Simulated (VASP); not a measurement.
A run of VASP 6.6.1 is set up as follows.

The input POSCAR.step1:

```
KMgF3
1.0
    3.8766418024      0.0000000000      0.0000000000
    0.0000000000      3.8766418024      0.0000000000
    0.0000000000      0.0000000000      3.8766418024
K Mg F
1 1 3
Direct
    0.5000000000      0.5000000000      0.5000000000
    0.0000000000      0.0000000000      0.0000000000
    0.0000000000      0.0000000000      0.5000000000
    0.0000000000      0.5000000000      0.0000000000
    0.5000000000      0.0000000000      0.0000000000
```

Contents of POSCAR.step2:

```
KMgF3
1.0
    3.9320298828      0.0000000000      0.0000000000
    0.0000000000      3.9320298828      0.0000000000
    0.0000000000      0.0000000000      3.9320298828
K Mg F
1 1 3
Direct
    0.5000000000      0.5000000000      0.5000000000
    0.0000000000      0.0000000000      0.0000000000
    0.0000000000      0.0000000000      0.5000000000
    0.0000000000      0.5000000000      0.0000000000
    0.5000000000      0.0000000000      0.0000000000
```

Contents of POSCAR.step3:

```
KMgF3
1.0
    3.9859000000      0.0000000000      0.0000000000
    0.0000000000      3.9859000000      0.0000000000
    0.0000000000      0.0000000000      3.9859000000
K Mg F
1 1 3
Direct
    0.5000000000      0.5000000000      0.5000000000
    0.0000000000      0.0000000000      0.0000000000
    0.0000000000      0.0000000000      0.5000000000
    0.0000000000      0.5000000000      0.0000000000
    0.5000000000      0.0000000000      0.0000000000
```

File POSCAR.step4:

```
KMgF3
1.0
    4.0383520677      0.0000000000      0.0000000000
    0.0000000000      4.0383520677      0.0000000000
    0.0000000000      0.0000000000      4.0383520677
K Mg F
1 1 3
Direct
    0.5000000000      0.5000000000      0.5000000000
    0.0000000000      0.0000000000      0.0000000000
    0.0000000000      0.0000000000      0.5000000000
    0.0000000000      0.5000000000      0.0000000000
    0.5000000000      0.0000000000      0.0000000000
```

The input POSCAR.step5:

```
KMgF3
1.0
    4.0894758755      0.0000000000      0.0000000000
    0.0000000000      4.0894758755      0.0000000000
    0.0000000000      0.0000000000      4.0894758755
K Mg F
1 1 3
Direct
    0.5000000000      0.5000000000      0.5000000000
    0.0000000000      0.0000000000      0.0000000000
    0.0000000000      0.0000000000      0.5000000000
    0.0000000000      0.5000000000      0.0000000000
    0.5000000000      0.0000000000      0.0000000000
```

The input INCAR:

```
METAGGA = R2SCAN
ISMEAR = 0
SIGMA = 0.03
LWAVE = F
LCHARG = F
ISIF = 2
NSW = 0
PREC = Accurate
LASPH = T
LREAL = F
ALGO = Normal
EDIFF = 1E-6
NELM = 120
GGA_COMPAT = F
ENCUT = 520
EFERMI = MIDGAP
LMIXTAU = T
KPAR = 4
```

Contents of KPOINTS:

```
Automatic mesh
0
Gamma
  6 6 6
  0 0 0
```

Potentials or basis: VASP PAW PBE potentials, release 64 (K_sv, Mg, F).

The run is started by

```bash
$ cat potpaw_PBE.64/K_sv/POTCAR potpaw_PBE.64/Mg/POTCAR potpaw_PBE.64/F/POTCAR > POTCAR
$ cp POSCAR.step1 POSCAR
$ mpirun -np 4 vasp_std > vasp.out
$ cp POSCAR.step2 POSCAR
$ mpirun -np 4 vasp_std > vasp.out
$ cp POSCAR.step3 POSCAR
$ mpirun -np 4 vasp_std > vasp.out
$ cp POSCAR.step4 POSCAR
$ mpirun -np 4 vasp_std > vasp.out
$ cp POSCAR.step5 POSCAR
$ mpirun -np 4 vasp_std > vasp.out
```

**Question.** Predict the pressure derivative of the bulk modulus.

**Answer.** 4.5 (rough: it moves with the points fitted).

**Question.** Estimate the bulk modulus.

**Answer.** 79 GPa.

**Question.** Predict the equilibrium volume.

**Answer.** 12.57 Å³/atom.

Energy against volume, from the lowest point:
```tsv
volume (Å³/atom)	energy (meV/atom)
11.652	19.11
12.159	3.48
12.665	0.00
13.172	6.34
13.678	20.49
```

Caveat: the PAW data sets were made with another functional, which shifts forces and pressure a little.
